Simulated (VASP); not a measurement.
# BN (P6_3mc) in VASP: single point with PBE0

Aim: the single point of BN with PBE0.

All numbers are computed with VASP 6.6.1; they aren't measurements. Logs are shortened: lines on timing, memory, paths and dates and some standing lists are left out, and cuts for length are marked.

## 1. The cell of the first run

It takes space group P6_3mc (No. 186, hexagonal). Conventional cell: a = 2.554 Å, b = 2.554 Å, c = 4.227 Å, α = 90.00°, β = 90.00°, γ = 120.00°. Within 2.1 Å of N (site symmetry 3m) lie 4 B at 1.57 to 1.58 Å. Within 2.1 Å of B (site symmetry 3m) lie 4 N at 1.57 to 1.58 Å.

## 2. Single point, PBE0

Contents of POSCAR:

```
BN
1.0
    2.5539396017      0.0000000000      0.0000000000
   -1.2769698009      2.2117765748      0.0000000000
    0.0000000000      0.0000000000      4.2268550000
N B
2 2
Direct
    0.3333333333      0.6666666667      0.1252760000
    0.6666666667      0.3333333333      0.6252760000
    0.3333333333      0.6666666667      0.4997240000
    0.6666666667      0.3333333333      0.9997240000
```

Contents of INCAR.step1:

```
PREC     = Accurate       # precision mode
ENCUT    = 520            # plane-wave cutoff, eV
EDIFF    = 1E-5           # SCF threshold, eV
ISMEAR   = -1             # smearing method
SIGMA    = 0.05           # smearing width, eV
LREAL    = F              # projectors in reciprocal space
LASPH    = T              # aspherical terms in the spheres
NELM     = 60             # most SCF steps
ALGO     = Normal         # electronic algorithm
ISIF     = 2              # what is computed and relaxed
LWAVE    = T              # write WAVECAR
LCHARG   = F              # write CHGCAR
GGA      = PE             # functional
NBANDS   = 16             # bands
```

Contents of INCAR.step2:

```
PREC     = Accurate       # precision mode
ENCUT    = 520            # plane-wave cutoff, eV
EDIFF    = 1E-6           # SCF threshold, eV
ISMEAR   = -1             # smearing method
SIGMA    = 0.05           # smearing width, eV
LREAL    = F              # projectors in reciprocal space
LASPH    = T              # aspherical terms in the spheres
NELM     = 60             # most SCF steps
ALGO     = Normal         # electronic algorithm
ISIF     = 2              # what is computed and relaxed
LWAVE    = F              # write WAVECAR
LCHARG   = F              # write CHGCAR
GGA      = PE             # functional
LHFCALC  = T              # exact exchange
AEXX     = 0.25           # exact-exchange fraction
PRECFOCK = Normal       
ISTART   = 1            
NBANDS   = 16             # bands
```

Contents of KPOINTS:

```
regular mesh
0
Gamma
  8 8 4
```

Potentials or basis: VASP PAW PBE potentials, release 64 (N, B).

Run with:

```console
$ cat potpaw_PBE.64/N/POTCAR potpaw_PBE.64/B/POTCAR > POTCAR
$ cp INCAR.step1 INCAR
$ mpirun -np 1 vasp_std > vasp.out
$ cp INCAR.step2 INCAR
$ mpirun -np 1 vasp_std > vasp.out
```

OUTCAR:

```text
PREC = Accurate
   ENCUT = 520
   EDIFF = 1E-6
   ISMEAR = -1
   LREAL = F
   LASPH = T
   NELM = 60
   ISIF = 2
   GGA = PE
   LHFCALC = T
   AEXX = 0.25
   PRECFOCK = Normal
   ISTART = 1

 ion  position               nearest neighbor table
   1  0.333  0.667  0.125-   4 1.57   4 1.57   4 1.57   3 1.58
   2  0.667  0.333  0.625-   3 1.57   3 1.57   3 1.57   4 1.58
   3  0.333  0.667  0.500-   2 1.57   2 1.57   2 1.57   1 1.58
   4  0.667  0.333  1.000-   1 1.57   1 1.57   1 1.57   2 1.58

  LATTYP: Found a hexagonal cell.
 ALAT       =     2.5539396017
 C/A-ratio  =     1.6550332659

  Lattice vectors:

 A1 = (   2.5539396017,   0.0000000000,   0.0000000000)
 A2 = (  -1.2769698009,   2.2117765748,   0.0000000000)
 A3 = (   0.0000000000,   0.0000000000,   4.2268550000)

Analysis of symmetry for initial positions (statically):
=====================================================================
 Subroutine PRICEL returns:
 Original cell was already a primitive cell.

 Routine SETGRP: Setting up the symmetry group for a
 hexagonal supercell.

 Subroutine GETGRP returns: Found 12 space group operations
 (whereof  6 operations were pure point group operations)
 out of a pool of 24 trial point group operations.

The static configuration has the point symmetry C_3v.
 The point group associated with its full space group is C_6v.

Analysis of symmetry for dynamics (positions and initial velocities):
=====================================================================
 Subroutine PRICEL returns:
 Original cell was already a primitive cell.

 Routine SETGRP: Setting up the symmetry group for a
 hexagonal supercell.

 Subroutine GETGRP returns: Found 12 space group operations
 (whereof  6 operations were pure point group operations)
 out of a pool of 24 trial point group operations.

The dynamic configuration has the point symmetry C_3v.
 The point group associated with its full space group is C_6v.

 Subroutine INISYM returns: Found 12 space group operations
 (whereof  6 operations are pure point group operations),
 and found     1 'primitive' translations

----------------------------------------------------------------------------------------

                                     Primitive cell

  volume of cell :      23.8764

  direct lattice vectors                    reciprocal lattice vectors
     2.553939602  0.000000000  0.000000000     0.391551938  0.226062617  0.000000000
    -1.276969801  2.211776575  0.000000000     0.000000000  0.452125233  0.000000000
     0.000000000  0.000000000  4.226855000     0.000000000  0.000000000  0.236582518

  length of vectors
     2.553939602  2.553939602  4.226855000     0.452125233  0.452125233  0.236582518

  position of ions in fractional coordinates (direct lattice)
     0.333333333  0.666666667  0.125276000
     0.666666667  0.333333333  0.625276000
     0.333333333  0.666666667  0.499724000
     0.666666667  0.333333333  0.999724000

  ion indices of the primitive-cell ions
   primitive index   ion index
                 1           1
                 2           2
                 3           3
                 4           4

----------------------------------------------------------------------------------------

 KPOINTS: regular mesh

Automatic generation of k-mesh.
 Grid dimensions read from file:
 generate k-points for:    8    8    4

 Generating k-lattice:

  Cartesian coordinates                     Fractional coordinates (reciprocal lattice)
     0.048943992  0.028257827  0.000000000     0.125000000  0.000000000  0.000000000
     0.000000000  0.056515654  0.000000000     0.000000000  0.125000000  0.000000000
     0.000000000  0.000000000  0.059145630     0.000000000  0.000000000  0.250000000

  Length of vectors
     0.056515654  0.056515654  0.059145630

  Shift w.r.t. Gamma in fractional coordinates (k-lattice)
     0.000000000  0.000000000  0.000000000

 Subroutine IBZKPT returns following result:
 ===========================================

 Found     30 irreducible k-points:

 Following reciprocal coordinates:
            Coordinates               Weight
  0.000000  0.000000  0.000000      1.000000
  0.125000  0.000000  0.000000      6.000000
  0.250000  0.000000  0.000000      6.000000
  0.375000  0.000000  0.000000      6.000000
  0.500000  0.000000  0.000000      3.000000
  0.125000  0.125000  0.000000      6.000000
[... 16 lines left out ...]
  0.250000  0.000000  0.500000      6.000000
  0.375000  0.000000  0.500000      6.000000
 [... further k-points ...]
   k-points           NKPTS =     30   k-points in BZ     NKDIM =    256   number of bands    NBANDS=     16
   number of dos      NEDOS =    301   number of ions     NIONS =      4
   total plane-waves  NPLWV =  12800
   dimension x,y,z NGX =    20 NGY =   20 NGZ =   32
   dimension x,y,z NGXF=    40 NGYF=   40 NGZF=   64
   ions per type =               2   2
   NGX,Y,Z   is equivalent  to a cutoff of  13.02, 13.02, 12.59 a.u.
   NGXF,Y,Z  is equivalent  to a cutoff of  26.04, 26.04, 25.17 a.u.
 SYSTEM =  unknown system
   PREC   = accura    normal or accurate (medium, high low for compatibility)
   ISTART =      1    job   : 0-new  1-cont  2-samecut
   ICHARG =      0    charge: 1-file 2-atom 10-const
   ISPIN  =      1    spin polarized calculation?
   LNONCOLLINEAR =      F non collinear calculations
   LSORBIT =      F    spin-orbit coupling
   LASPH  =      T    aspherical Exc in radial PAW
   ENCUT  =  520.0 eV  38.22 Ry    6.18 a.u.   4.75  4.75  7.86*2*pi/ulx,y,z
   NELM   =     60;   NELMIN=  2; NELMDL=  0     # of ELM steps
   EDIFF  = 0.1E-05   stopping-criterion for ELM
   LREAL  =      F    real-space projection
   EDIFFG = 0.1E-04   stopping-criterion for IOM
   NSW    =      0    number of steps for IOM
   IBRION =     -1    ionic relax: 0-MD 1-quasi-New 2-CG
   NFREE  =      0    steps in history (QN), initial steepest desc. (CG)
   ISIF   =      2    stress and relaxation
   ISYM   =      3    0-nonsym 1-usesym 2-fastsym
   POTIM  = 0.5000    time-step for ionic-motion
   TEBEG  =    0.0;   TEEND  =   0.0 temperature during run
   PSTRESS=    0.0 pullay stress
   NELECT =      16.0000    total number of electrons
   NUPDOWN=      -1.0000    fix difference up-down
   EMIN   =  10.00;   EMAX   =-10.00  energy-range for DOS
   EFERMI =   0.00;   METHOD = LEGACY
   ISMEAR =    -1;   SIGMA  =   0.05  broadening in eV -4-tet -1-fermi 0-gaus
   EFERMI_NEDOS =   21; number of points for ismear=-14 and -15
   IALGO  =     38    algorithm
   IMIX   =      1    mixing-type and parameters
     AMIX     =   0.40;   BMIX     =  1.00
     AMIX_MAG =   1.60;   BMIX_MAG =  1.00
  volume/ion in A,a.u.               =       5.97        40.28
  Fermi-wavevector in a.u.,A,eV,Ry     =   1.432600  2.707222 27.923836  2.052344
  Thomas-Fermi vector in A             =   2.552210
   LORBIT       =      0    0 simple, 1 ext, 2 COOP (PROOUT), +10 PAW based schemes
   GGA     = PE    functional components
   LHFCALC =     T    Hartree Fock is set to
   PRECFOCK=normal    Normal, Fast or Accurate (Low or Medium for compatibility)
   ENCUT4O =  -1.0   cutoff for four orbital integrals eV
   NKREDX  =     1    reduce k-point grid by
   NKREDY  =     1    reduce k-point grid by
   NKREDZ  =     1    reduce k-point grid by
   AEXX    =    0.2500 exact exchange contribution
   HFSCREEN=    0.0000 screening length (either q_TF or 0.3 A-1)
   HFSCREENC=   0.0000 screening length for correlation (either q_TF or 0.3 A-1)
   ENCUTFOCK=  -1.0 apply spherical cutoff to Coloumb kernel
   IVDW    =     0    specifies the selected vdW correction
   LEPSILON=     F    determine dielectric tensor
   LRPA    =     F    only Hartree local field effects (RPA)
 non-spin polarized calculation
  energy-cutoff  :      520.00
  volume of cell :       23.88
 maximum number of plane-waves:       660
 NGX is ok and might be reduce to    20
  NGX = 16; NGY = 16; NGZ = 24

 number of electron      16.0000000 magnetization

 Free energy of the ion-electron system (eV)
  ---------------------------------------------------
  ext. energy  EPLUGINS =         0.00000000
  ---------------------------------------------------
  free energy    TOTEN  =       -42.47901004 eV

  energy without entropy =      -42.47901004  energy(sigma->0) =      -42.47901004

 E-fermi :   7.1607     XC(G=0): -10.0265

 val. band max:        6.1925889805   @ k =   0.0000   0.0000   0.0000
 cond. band min:      13.8153801598   @ k =   0.3750   0.2500   0.0000
 fundamental gap:      7.6227911794
 Fermi energy:         7.1606751796

 k-point     1 :       0.0000    0.0000    0.0000
  band No.  band energies     occupation
      1     -16.0053      2.00000
      2     -11.6072      2.00000
      3      -5.6094      2.00000
      4       3.9176      2.00000
      5       3.9176      2.00000
      6       5.9198      2.00000
[... 8 lines left out ...]
     15      20.7485      0.00000
     16      25.3561      0.00000

 k-point     2 :       0.1250    0.0000    0.0000
  band No.  band energies     occupation
      1     -15.6426      2.00000
      2     -11.3321      2.00000
      3      -5.2434      2.00000
      4       2.3465      2.00000
      5       3.2906      2.00000
      6       4.8746      2.00000
[... 8 lines left out ...]
     15      21.7696      0.00000
     16      24.6954      0.00000

 k-point     3 :       0.2500    0.0000    0.0000
  band No.  band energies     occupation
      1     -14.5846      2.00000
      2     -10.6103      2.00000
      3      -4.1824      2.00000
      4      -0.7913      2.00000
      5       2.0844      2.00000
      6       2.1042      2.00000
[... 8 lines left out ...]
     15      24.0689      0.00000
     16      24.3752      0.00000
[... 362 lines left out ...]
 k-point    23 :       0.2500    0.0000    0.5000
  band No.  band energies     occupation
      1     -13.1225      2.00000
      2     -13.1225      2.00000
      3      -0.6621      2.00000
      4      -0.6621      2.00000
      5       1.8067      2.00000
      6       1.8067      2.00000
[... 8 lines left out ...]
     15      23.8236      0.00000
     16      23.8236      0.00000

 k-point    24 :       0.3750    0.0000    0.5000
  band No.  band energies     occupation
      1     -11.7269      2.00000
      2     -11.7269      2.00000
      3      -3.2619      2.00000
      4      -3.2619      2.00000
      5       2.0691      2.00000
      6       2.0691      2.00000
[... 8 lines left out ...]
     15      25.2078      0.00000
     16      25.2078      0.00000

 [... further k-points ...]

------------------------ aborting loop because EDIFF is reached ----------------------------------------

  FORCE on cell =-STRESS in cart. coord.  units (eV):
  Direction    XX          YY          ZZ          XY          YZ          ZX
  --------------------------------------------------------------------------------------
  -------------------------------------------------------------------------------------
  Total       -1.2290547     -1.2290547     -1.4107043      0.0000000     -0.0000000      0.0000000
  in kB      -82.4731458    -82.4731458    -94.6623655      0.0000000     -0.0000000      0.0000000
  external PRESSURE =     -86.5362190 kB  Pullay stress =       0.0000000 kB

 VOLUME and BASIS-vectors are now :
 -----------------------------------------------------------------------------
  energy-cutoff  :      520.00
  volume of cell :       23.88
      direct lattice vectors                 reciprocal lattice vectors
     2.553939602  0.000000000  0.000000000     0.391551938  0.226062617  0.000000000
    -1.276969801  2.211776575  0.000000000     0.000000000  0.452125233  0.000000000
     0.000000000  0.000000000  4.226855000     0.000000000  0.000000000  0.236582518

 POSITION                                       TOTAL-FORCE (eV/Angst)
 -----------------------------------------------------------------------------------
     -0.00000      1.47452      0.52952        -0.000000      0.000000     -0.032374
      1.27697      0.73726      2.64295         0.000000     -0.000000     -0.032374
     -0.00000      1.47452      2.11226         0.000000      0.000000      0.032374
      1.27697      0.73726      4.22569         0.000000     -0.000000      0.032374
 -----------------------------------------------------------------------------------
    total drift:                                0.000000      0.000000      0.000069

  FREE ENERGIE OF THE ION-ELECTRON SYSTEM (eV)
  ---------------------------------------------------
  free  energy   TOTEN  =       -42.4790100352 eV

  energy  without entropy=      -42.4790100351  energy(sigma->0) =      -42.47901004
```

Wall time 34 min (1 thread of Intel Xeon Platinum 8259CL at 2.50GHz (Skylake/Cascade Lake), shared host); peak memory 0.15 GiB.

Results:

```yaml
Free_energy: -42.4790 eV
Pressure: -8.7 GPa
Largest_force: 0.032 eV/Å
Band_gap_on_the_k_mesh: 7.62 eV (least direct gap 10.65 eV)
```

Forces in eV/Å, atoms in the order of the input:
```
N    0.000  0.000 -0.032
N    0.000  0.000 -0.032
B    0.000  0.000  0.032
B    0.000  0.000  0.032
```

Levels at points of the mesh, in eV from the valence-band top:
```csv
k point,band 5,band 6,band 7,band 8,band 9,band 10,band 11,band 12
"(0.00, 0.00, 0.00)",-2.27,-0.27,0.00,0.00,10.81,10.81,11.03,11.88
"(0.50, 0.00, 0.00)",-7.48,-5.35,-4.68,-2.28,8.89,10.23,13.14,13.92
"(0.00, 0.00, 0.50)",-1.26,-1.26,-1.26,-1.26,11.89,11.89,12.45,12.45
"(0.50, 0.00, 0.50)",-4.05,-4.05,-3.85,-3.85,8.79,8.79,12.38,12.38
```

Caveat: the cell stands under tension; the PAW data sets were made with another functional, which shifts forces and pressure a little. A k mesh can miss the band edges.
